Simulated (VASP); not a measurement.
# Se (P6/mmm) in VASP: notebook, part 2 of 2

VASP 6.6.1. The steps go on from the part before.

## (3) Single point, PBE

This run uses another cell than the first one, of 31.15 Å³/atom.

Contents of INCAR:

```
SYSTEM = Se
PREC     = Accurate       ! precision mode
ENCUT    = 520            ! plane-wave cutoff, eV
EDIFF    = 1E-6           ! SCF threshold, eV
ISMEAR   = 0              ! smearing method
SIGMA    = 0.1            ! smearing width, eV
LREAL    = .False.        ! projectors in reciprocal space
LASPH    = .True.         ! aspherical terms in the spheres
NELM     = 100            ! most SCF steps
ALGO     = Normal         ! electronic algorithm
ISIF     = 2              ! what is computed and relaxed
LWAVE    = .False.        ! write WAVECAR
LCHARG   = .False.        ! write CHGCAR
GGA      = PE             ! functional
NBANDS   = 16             ! bands
```

Contents of KPOINTS:

```
regular mesh
0
Gamma
  6 6 6
  0 0 0
```

Contents of POSCAR:

```
Se
1.0
    6.7246237057      0.0000000000      0.0000000000
   -3.3623118529      5.8236949600      0.0000000000
    0.0000000000      0.0000000000      2.3862033437
Se
3
Direct
    0.0000000000      0.0000000000      0.0000000000
    0.3333333333      0.6666666667      0.5000000000
    0.6666666667      0.3333333333      0.5000000000
```

Potentials or basis: VASP PAW PBE potentials, release 64 (Se).

On the command line:

```bash
$ cat potpaw_PBE.64/Se/POTCAR > POTCAR
$ mpirun -np 1 vasp_std > vasp.out
```

OUTCAR:

```text
SYSTEM = Se
   PREC = Accurate
   ENCUT = 520
   EDIFF = 1E-6
   ISMEAR = 0
   LREAL = .False.
   LASPH = .True.
   NELM = 100
   ISIF = 2
   GGA = PE

 ion  position               nearest neighbor table
   1  0.000  0.000  0.000-
   2  0.333  0.667  0.500-
   3  0.667  0.333  0.500-

  LATTYP: Found a hexagonal cell.
 ALAT       =     6.7246237057
 C/A-ratio  =     0.3548456312

  Lattice vectors:

 A1 = (   6.7246237057,   0.0000000000,   0.0000000000)
 A2 = (  -3.3623118529,   5.8236949600,   0.0000000000)
 A3 = (   0.0000000000,   0.0000000000,   2.3862033437)

Analysis of symmetry for initial positions (statically):
=====================================================================
 Subroutine PRICEL returns:
 Original cell was already a primitive cell.

 Routine SETGRP: Setting up the symmetry group for a
 hexagonal supercell.

 Subroutine GETGRP returns: Found 24 space group operations
 (whereof 24 operations were pure point group operations)
 out of a pool of 24 trial point group operations.

The static configuration has the point symmetry D_6h.

Analysis of symmetry for dynamics (positions and initial velocities):
=====================================================================
 Subroutine PRICEL returns:
 Original cell was already a primitive cell.

 Routine SETGRP: Setting up the symmetry group for a
 hexagonal supercell.

 Subroutine GETGRP returns: Found 24 space group operations
 (whereof 24 operations were pure point group operations)
 out of a pool of 24 trial point group operations.

The dynamic configuration has the point symmetry D_6h.

 Subroutine INISYM returns: Found 24 space group operations
 (whereof 24 operations are pure point group operations),
 and found     1 'primitive' translations

----------------------------------------------------------------------------------------

                                     Primitive cell

  volume of cell :      93.4489

  direct lattice vectors                    reciprocal lattice vectors
     6.724623706  0.000000000  0.000000000     0.148707206  0.085856145  0.000000000
    -3.362311853  5.823694960  0.000000000     0.000000000  0.171712290  0.000000000
     0.000000000  0.000000000  2.386203344     0.000000000  0.000000000  0.419075768

  length of vectors
     6.724623706  6.724623706  2.386203344     0.171712290  0.171712290  0.419075768

  position of ions in fractional coordinates (direct lattice)
     0.000000000  0.000000000  0.000000000
     0.333333333  0.666666667  0.500000000
     0.666666667  0.333333333  0.500000000

  ion indices of the primitive-cell ions
   primitive index   ion index
                 1           1
                 2           2
                 3           3

----------------------------------------------------------------------------------------

 KPOINTS: regular mesh

Automatic generation of k-mesh.
 Grid dimensions read from file:
 generate k-points for:    6    6    6

 Generating k-lattice:

  Cartesian coordinates                     Fractional coordinates (reciprocal lattice)
     0.024784534  0.014309358  0.000000000     0.166666667  0.000000000  0.000000000
     0.000000000  0.028618715  0.000000000     0.000000000  0.166666667  0.000000000
     0.000000000  0.000000000  0.069845961     0.000000000  0.000000000  0.166666667

  Length of vectors
     0.028618715  0.028618715  0.069845961

  Shift w.r.t. Gamma in fractional coordinates (k-lattice)
     0.000000000  0.000000000  0.000000000

 Subroutine IBZKPT returns following result:
 ===========================================

 Found     28 irreducible k-points:

 Following reciprocal coordinates:
            Coordinates               Weight
  0.000000  0.000000  0.000000      1.000000
  0.166667  0.000000  0.000000      6.000000
  0.333333  0.000000  0.000000      6.000000
  0.500000  0.000000  0.000000      3.000000
  0.166667  0.166667  0.000000      6.000000
  0.333333  0.166667  0.000000     12.000000
[... 16 lines left out ...]
  0.166667  0.000000  0.500000      6.000000
  0.333333  0.000000  0.500000      6.000000
 [... further k-points ...]
   k-points           NKPTS =     28   k-points in BZ     NKDIM =     28   number of bands    NBANDS=     16
   number of dos      NEDOS =    301   number of ions     NIONS =      3
   total plane-waves  NPLWV =  45000
   dimension x,y,z NGX =    50 NGY =   50 NGZ =   18
   dimension x,y,z NGXF=   100 NGYF=  100 NGZF=   36
   ions per type =               3
   NGX,Y,Z   is equivalent  to a cutoff of  12.36, 12.36, 12.54 a.u.
   NGXF,Y,Z  is equivalent  to a cutoff of  24.72, 24.72, 25.08 a.u.
 SYSTEM =  Se
   PREC   = accura    normal or accurate (medium, high low for compatibility)
   ISTART =      0    job   : 0-new  1-cont  2-samecut
   ICHARG =      2    charge: 1-file 2-atom 10-const
   ISPIN  =      1    spin polarized calculation?
   LNONCOLLINEAR =      F non collinear calculations
   LSORBIT =      F    spin-orbit coupling
   LASPH  =      T    aspherical Exc in radial PAW
   ENCUT  =  520.0 eV  38.22 Ry    6.18 a.u.  12.50 12.50  4.44*2*pi/ulx,y,z
   NELM   =    100;   NELMIN=  2; NELMDL= -5     # of ELM steps
   EDIFF  = 0.1E-05   stopping-criterion for ELM
   LREAL  =      F    real-space projection
   EDIFFG = 0.1E-04   stopping-criterion for IOM
   NSW    =      0    number of steps for IOM
   IBRION =     -1    ionic relax: 0-MD 1-quasi-New 2-CG
   NFREE  =      0    steps in history (QN), initial steepest desc. (CG)
   ISIF   =      2    stress and relaxation
   ISYM   =      2    0-nonsym 1-usesym 2-fastsym
   POTIM  = 0.5000    time-step for ionic-motion
   TEBEG  =    0.0;   TEEND  =   0.0 temperature during run
   PSTRESS=    0.0 pullay stress
   NELECT =      18.0000    total number of electrons
   NUPDOWN=      -1.0000    fix difference up-down
   EMIN   =  10.00;   EMAX   =-10.00  energy-range for DOS
   EFERMI =   0.00;   METHOD = LEGACY
   ISMEAR =     0;   SIGMA  =   0.10  broadening in eV -4-tet -1-fermi 0-gaus
   EFERMI_NEDOS =   21; number of points for ismear=-14 and -15
   IALGO  =     38    algorithm
   IMIX   =      4    mixing-type and parameters
     AMIX     =   0.40;   BMIX     =  1.00
     AMIX_MAG =   1.60;   BMIX_MAG =  1.00
  volume/ion in A,a.u.               =      31.15       210.21
  Fermi-wavevector in a.u.,A,eV,Ry     =   0.945455  1.786651 12.162053  0.893886
  Thomas-Fermi vector in A             =   2.073358
   LORBIT       =      0    0 simple, 1 ext, 2 COOP (PROOUT), +10 PAW based schemes
   GGA     = PE    functional components
   LHFCALC =     F    Hartree Fock is set to
   AEXX    =    0.0000 exact exchange contribution
   IVDW    =     0    specifies the selected vdW correction
   LEPSILON=     F    determine dielectric tensor
   LRPA    =     F    only Hartree local field effects (RPA)
 non-spin polarized calculation
 Gauss-broadening in eV      SIGMA  =   0.10
  energy-cutoff  :      520.00
  volume of cell :       93.45
 maximum number of plane-waves:      2589
   NGX = 25   NGY = 25   NGZ =  9

 number of electron      17.9999998 magnetization

 Free energy of the ion-electron system (eV)
  ---------------------------------------------------
  ext. energy  EPLUGINS =         0.00000000
  ---------------------------------------------------
  free energy    TOTEN  =        -9.35925776 eV

  energy without entropy =       -9.34386280  energy(sigma->0) =       -9.35156028

 E-fermi :   1.2962     XC(G=0):  -8.3111

 val. band max:        1.2924867111   @ k =   0.5000   0.0000   0.3333
 cond. band min:       1.3272213304   @ k =   0.5000   0.0000   0.3333
 fundamental gap:      0.0347346193
 Fermi energy:         1.2961614271

 k-point     1 :       0.0000    0.0000    0.0000
  band No.  band energies     occupation
      1     -13.6546      2.00000
      2     -13.2407      2.00000
      3     -13.1818      2.00000
      4      -2.4171      2.00000
      5      -2.4171      2.00000
      6      -2.3668      2.00000
[... 8 lines left out ...]
     15       9.8415      0.00000
     16       9.8417      0.00000
[... 419 lines left out ...]
 k-point    24 :       0.3333    0.0000    0.5000
  band No.  band energies     occupation
      1      -8.4547      2.00000
      2      -8.2779      2.00000
      3      -8.2755      2.00000
      4      -5.1531      2.00000
      5      -5.0071      2.00000
      6      -4.9979      2.00000
[... 8 lines left out ...]
     15       8.6478      0.00000
     16       8.9123      0.00000

 [... further k-points ...]

------------------------ aborting loop because EDIFF is reached ----------------------------------------

  FORCE on cell =-STRESS in cart. coord.  units (eV):
  Direction    XX          YY          ZZ          XY          YZ          ZX
  --------------------------------------------------------------------------------------
  -------------------------------------------------------------------------------------
  Total        0.1156515      0.1156515      0.0106113     -0.0000000     -0.0000000      0.0000000
  in kB        1.9828398      1.9828398      0.1819302     -0.0000000     -0.0000000      0.0000000
  external PRESSURE =       1.3825366 kB  Pullay stress =       0.0000000 kB

 VOLUME and BASIS-vectors are now :
 -----------------------------------------------------------------------------
  energy-cutoff  :      520.00
  volume of cell :       93.45
      direct lattice vectors                 reciprocal lattice vectors
     6.724623706  0.000000000  0.000000000     0.148707206  0.085856145  0.000000000
    -3.362311853  5.823694960  0.000000000     0.000000000  0.171712290  0.000000000
     0.000000000  0.000000000  2.386203344     0.000000000  0.000000000  0.419075768

 POSITION                                       TOTAL-FORCE (eV/Angst)
 -----------------------------------------------------------------------------------
      0.00000      0.00000      0.00000         0.000000      0.000000      0.000000
     -0.00000      3.88246      1.19310        -0.000000      0.000000     -0.000000
      3.36231      1.94123      1.19310        -0.000000      0.000000      0.000000
 -----------------------------------------------------------------------------------
    total drift:                                0.000000      0.000000      0.000000

  FREE ENERGIE OF THE ION-ELECTRON SYSTEM (eV)
  ---------------------------------------------------
  free  energy   TOTEN  =        -9.3592577625 eV

  energy  without entropy=       -9.3438628025  energy(sigma->0) =       -9.35156028
```

Wall time 15 s (1 thread of Intel Xeon 6975P-C (Granite Rapids), shared host); peak memory 0.2 GiB.

Results:

```
Free energy            : -9.3593 eV
Pressure               : 0.1 GPa
Band gap on the k mesh : zero (bands 9 and 10 overlap by 1.96 eV)
```

Stress tensor (GPa, compression positive):
```
0.20 0.00 0.00
0.00 0.20 0.00
0.00 0.00 0.02
```

Levels at points of the mesh, in eV from the Fermi level:
```tsv
k point	band 6	band 7	band 8	band 9	band 10	band 11	band 12	band 13
(0.00, 0.00, 0.00)	-3.66	-3.66	-1.75	-1.75	4.12	8.32	8.53	8.54
(0.50, 0.00, 0.00)	-3.41	-2.35	-2.34	-2.31	5.14	6.64	6.65	7.13
(0.00, 0.00, 0.50)	-6.25	0.37	0.37	0.85	0.85	1.24	1.24	6.43
(0.50, 0.00, 0.50)	-6.30	0.23	0.60	0.83	0.91	1.09	1.43	6.70
```

Caveat: the k points lie up to 0.44 Å⁻¹ apart, too coarse for converged energies and pressures of a metal.
